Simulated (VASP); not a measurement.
# Mg8O7 (a cell with a defect) in VASP: notebook

Runs on Mg8O7 (a cell with a defect). Level: PBE. Tasks: single point.

Everything below comes from runs of VASP 6.6.1. Logs are shortened: lines on timing, memory, paths and dates and some standing lists are left out, and cuts for length are marked.

## 1. The cell of the first run

The cell holds a defect, 15 atoms: a = 6.095 Å, b = 6.095 Å, c = 6.095 Å, α = 60.00°, β = 60.00°, γ = 60.00°.

## 2. Single point, PBE

INCAR

```
PREC     = Accurate       # precision mode
ENCUT    = 520            # plane-wave cutoff, eV
EDIFF    = 1E-6           # SCF threshold, eV
ISMEAR   = -1             # smearing method
SIGMA    = 0.05           # smearing width, eV
LREAL    = Auto         
LASPH    = True           # aspherical terms in the spheres
NELM     = 60             # most SCF steps
ALGO     = Normal         # electronic algorithm
ISIF     = 2              # what is computed and relaxed
LWAVE    = False          # write WAVECAR
LCHARG   = True           # write CHGCAR
GGA      = PE             # functional
LELF     = True           # ELF
LVHAR    = True         
NBANDS   = 42             # bands
```

KPOINTS

```
regular mesh
0
Gamma
  3 3 3
```

POSCAR

```
Mg8O7
1.0
    0.0000000000      4.3100743200      4.3100743200
    4.3100743200      0.0000000000      4.3100743200
    4.3100743200      4.3100743200      0.0000000000
Mg O
8 7
Direct
    0.0057833109     -0.0057515250      0.0094182831
    0.0057845870     -0.0057528010      0.4907954812
    0.0183060648      0.5060551949     -0.0120569847
   -0.0242103714      0.4933426531      0.5155578153
    0.5066872026      0.0242628067     -0.0153513594
    0.4939809251     -0.0182322842      0.5122497516
    0.4975389844      0.5025208011      0.0303890351
    0.4975423486      0.5025199890      0.4697980475
    0.2409379567      0.2493027777      0.2611473530
    0.2409364486      0.2493031257      0.7488608688
    0.2494282976      0.7506061984      0.2501069402
    0.7554827964      0.2445461312      0.2501098403
    0.6314837745      0.3685103509      0.7501269723
    0.7507242938      0.7590851705      0.2390860165
    0.7507244098      0.7590841264      0.7513531692
```

Potentials or basis: VASP PAW PBE potentials, release 64 (Mg, O).

On the command line:

```bash
$ cat potpaw_PBE.64/Mg/POTCAR potpaw_PBE.64/O/POTCAR > POTCAR
$ mpirun -np 1 vasp_std > vasp.out
```

OUTCAR:

```text
PREC = Accurate
   ENCUT = 520
   EDIFF = 1E-6
   ISMEAR = -1
   LREAL = Auto
   LASPH = True
   NELM = 60
   ISIF = 2
   GGA = PE

 ion  position               nearest neighbor table
   1  0.006  0.994  0.009-  11 2.09  10 2.12  14 2.12  12 2.12  13 2.78   2 2.93   7 3.00   3 3.01
                             6 3.01   5 3.03   4 3.03   4 3.07   5 3.07   6 3.09   3 3.09   7 3.10
   2  0.006  0.994  0.491-  11 2.09   9 2.12  15 2.12  12 2.12  13 2.78   1 2.93   8 3.00   3 3.01
                             6 3.01   5 3.03   4 3.03   4 3.07   5 3.07   6 3.09   3 3.09   8 3.10
   3  0.018  0.506  0.988-  10 2.14   9 2.14  15 2.18  14 2.18  12 2.26   5 2.96   1 3.01   2 3.01
                             7 3.05   8 3.05   4 3.06   4 3.06   8 3.06   7 3.06   2 3.09   1 3.09
   4  0.976  0.493  0.516-  13 2.13  10 2.15   9 2.15  15 2.17  14 2.17  11 2.29   6 2.96   1 3.03
                             2 3.03   8 3.04   7 3.04   3 3.06   3 3.06   2 3.07   1 3.07   7 3.08
   5  0.507  0.024  0.985-  13 2.13  15 2.15  14 2.15  10 2.17   9 2.17  11 2.29   3 2.96   1 3.03
                             2 3.03   8 3.04   7 3.04   6 3.06   6 3.06   2 3.07   1 3.07   7 3.08
   6  0.494  0.982  0.512-  14 2.14  15 2.14   9 2.17  10 2.17  12 2.26   4 2.96   1 3.01   2 3.01
                             8 3.05   7 3.05   5 3.06   5 3.06   7 3.06   8 3.06   2 3.09   1 3.09
   7  0.498  0.503  0.030-  13 1.89  11 2.02  12 2.07  15 2.20   9 2.20   8 2.68   1 3.00   4 3.04
                             5 3.04   3 3.05   6 3.05   6 3.06   3 3.06   5 3.08   4 3.08   1 3.10
   8  0.498  0.503  0.470-  13 1.89  11 2.02  12 2.07  14 2.20  10 2.20   7 2.68   2 3.00   4 3.04
                             5 3.04   3 3.05   6 3.05   6 3.06   3 3.06   5 3.08   4 3.08   2 3.10
   9  0.241  0.249  0.261-   2 2.12   3 2.14   4 2.15   5 2.17   6 2.17   7 2.20
  10  0.241  0.249  0.749-   1 2.12   3 2.14   4 2.15   5 2.17   6 2.17   8 2.20
  11  0.249  0.751  0.250-   7 2.02   8 2.02   2 2.09   1 2.09   4 2.29   5 2.29
  12  0.755  0.245  0.250-   8 2.07   7 2.07   2 2.12   1 2.12   6 2.26   3 2.26
  13  0.631  0.369  0.750-   8 1.89   7 1.89   5 2.13   4 2.13   1 2.78   2 2.78
  14  0.751  0.759  0.239-   1 2.12   6 2.14   5 2.15   4 2.17   3 2.18   8 2.20
  15  0.751  0.759  0.751-   2 2.12   6 2.14   5 2.15   4 2.17   3 2.18   7 2.20

  LATTYP: Found a face centered cubic cell.
 ALAT       =     8.6201486400

  Lattice vectors:

 A1 = (   0.0000000000,   4.3100743200,   4.3100743200)
 A2 = (   4.3100743200,   0.0000000000,   4.3100743200)
 A3 = (   4.3100743200,   4.3100743200,   0.0000000000)

Analysis of symmetry for initial positions (statically):
=====================================================================
 Subroutine PRICEL returns:
 Original cell was already a primitive cell.

 Routine SETGRP: Setting up the symmetry group for a
 face centered cubic supercell.

 Subroutine GETGRP returns: Found  2 space group operations
 (whereof  1 operations were pure point group operations)
 out of a pool of 48 trial point group operations.

[... 152 lines left out ...]
   GGA     = PE    functional components
   LHFCALC =     F    Hartree Fock is set to
   AEXX    =    0.0000 exact exchange contribution
   IVDW    =     0    specifies the selected vdW correction
   LEPSILON=     F    determine dielectric tensor
   LRPA    =     F    only Hartree local field effects (RPA)
 non-spin polarized calculation
  energy-cutoff  :      520.00
  volume of cell :      160.13
 maximum number of plane-waves:      4320
 NGX is ok and might be reduce to    48
   NGX = 23   NGY = 23   NGZ = 23

 number of electron      57.9999991 magnetization

 Free energy of the ion-electron system (eV)
  ---------------------------------------------------
  ext. energy  EPLUGINS =         0.00000000
  ---------------------------------------------------
  free energy    TOTEN  =       -82.24124533 eV

  energy without entropy =      -82.24124533  energy(sigma->0) =      -82.24124533

 E-fermi :   6.5280     XC(G=0): -10.5231

 val. band max:        5.3770302071   @ k =  -0.3333   0.3333   0.0000
 cond. band min:       7.6138633355   @ k =   0.0000   0.3333   0.0000
 fundamental gap:      2.2368331285
 Fermi energy:         6.5279923606

 k-point     1 :       0.0000    0.0000    0.0000
  band No.  band energies     occupation
      1     -14.5318      2.00000
      2     -13.6977      2.00000
      3     -13.5069      2.00000
      4     -13.4298      2.00000
      5     -13.4237      2.00000
      6     -13.1886      2.00000
[... 429 lines left out ...]
     40      13.2899      0.00000
     41      13.3962      0.00000
 [bands above 41 left out]

------------------------ aborting loop because EDIFF is reached ----------------------------------------

  FORCE on cell =-STRESS in cart. coord.  units (eV):
  Direction    XX          YY          ZZ          XY          YZ          ZX
  --------------------------------------------------------------------------------------
  -------------------------------------------------------------------------------------
  Total        1.3902938      1.3902938     -2.3412139      2.6190565     -0.0006982      0.0006982
  in kB       13.9101852     13.9101852    -23.4243417     26.2042165     -0.0069858      0.0069857
  external PRESSURE =       1.4653429 kB  Pullay stress =       0.0000000 kB

 VOLUME and BASIS-vectors are now :
 -----------------------------------------------------------------------------
  energy-cutoff  :      520.00
  volume of cell :      160.13
      direct lattice vectors                 reciprocal lattice vectors
     0.000000000  4.310074320  4.310074320    -0.116007280  0.116007280  0.116007280
     4.310074320  0.000000000  4.310074320     0.116007280 -0.116007280  0.116007280
     4.310074320  4.310074320  0.000000000     0.116007280  0.116007280 -0.116007280

 POSITION                                       TOTAL-FORCE (eV/Angst)
 -----------------------------------------------------------------------------------
      4.32588      0.06552      4.31021         0.050290     -0.040078     -0.000786
      6.40064      2.14030      4.31021         0.040078     -0.050290     -0.000786
      6.43924      4.33701      2.26004         0.220992     -0.220992     -0.232011
      4.34844      6.42782      6.33207         0.093867     -0.093867      0.111468
      4.34848      6.42777      2.28843         0.093653     -0.093653     -0.113291
      6.43933      4.33693      6.36059         0.220884     -0.220884      0.230196
      2.29688      2.27541      4.31033        -0.091061     -0.422858     -0.001145
      4.19076      4.16931      4.31034         0.422858      0.091061     -0.001145
      2.20008      2.16402      2.11297         0.172407     -0.226899      0.021906
      4.30216      4.26610      2.11297         0.226899     -0.172407      0.021906
      4.31315      2.15303      4.31022         0.055339     -0.055339      0.001717
      2.13200      4.33418      4.31020         0.123155     -0.123155      0.000847
      4.82141      5.95485      4.31005        -2.028534      2.028534      0.001987
      4.30219      4.26616      6.50739         0.226712     -0.172461     -0.020431
      6.51010      6.47407      6.50739         0.172461     -0.226712     -0.020431
 -----------------------------------------------------------------------------------
    total drift:                               -0.002161      0.010201      0.009597

  FREE ENERGIE OF THE ION-ELECTRON SYSTEM (eV)
  ---------------------------------------------------
  free  energy   TOTEN  =       -82.2412453300 eV

  energy  without entropy=      -82.2412453297  energy(sigma->0) =      -82.24124533
```

stdout:

```text
POSCAR found type information on POSCAR MgO
 POSCAR found :  2 types and      15 ions
 scaLAPACK will be used
 LDA part: xc-table for (Slater+PW92), standard interpolation
 POSCAR, INCAR and KPOINTS ok, starting setup
 FFT: planning ... GRIDC
 FFT: planning ... GRID_SOFT
 FFT: planning ... GRID
 WAVECAR not read
 entering main loop
```

It took 5.2 min on 1 thread of AMD EPYC 7R13, shared host; peak memory 0.3 GiB.

Results:

- Free energy: -82.2412 eV
- Pressure: 0.1 GPa
- Largest force: 2.869 eV/Å
- Band gap on the k mesh: 2.24 eV

Forces in eV/Å, atoms in the order of the input:
```
Mg   0.050 -0.040 -0.001
Mg   0.040 -0.050 -0.001
Mg   0.221 -0.221 -0.232
Mg   0.094 -0.094  0.111
Mg   0.094 -0.094 -0.113
Mg   0.221 -0.221  0.230
Mg  -0.091 -0.423 -0.001
Mg   0.423  0.091 -0.001
O    0.172 -0.227  0.022
O    0.227 -0.172  0.022
O    0.055 -0.055  0.002
O    0.123 -0.123  0.001
O   -2.029  2.029  0.002
O    0.227 -0.172 -0.020
O    0.172 -0.227 -0.020
```

Caveat: the k points lie up to 0.42 Å⁻¹ apart.

[end of part 1 of 2]
